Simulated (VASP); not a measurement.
Crystal: MgO.

```
CELL_PARAMETERS angstrom
0.00000 2.03090 2.03090
2.03090 0.00000 2.03090
2.03090 2.03090 0.00000
ATOMIC_POSITIONS crystal
Mg 0.00000 0.00000 0.00000
O 0.50000 0.50000 0.50000
```

This cell differs from its parent crystal: strain -3.4%.

Base run:

| Property | Result |
| --- | --- |
| Program | VASP 6.6.1 |
| Functional | r2SCAN |
| Potentials or basis | VASP PAW PBE potentials, release 64 (Mg, O) |
| Cutoff | 520 eV |
| k mesh | 10 × 10 × 10 |
| Occupations | gaussian, width 0.01 eV |
| Spin | no spin polarisation |

Its results: band gap on the k mesh 6.78 eV, direct; pressure 20.2 GPa.

Task: The run is repeated on the same cell with these changes: functional from r2SCAN to HSE06; k mesh from 10 × 10 × 10 to 8 × 8 × 8. What comes out?

Result: Band gap on the k mesh 7.68 eV, direct; pressure 20.8 GPa.

Several settings changed at once, so the effect can't be laid on one alone.

Caveats: the PAW data sets were made with another functional, which shifts forces and pressure a little.

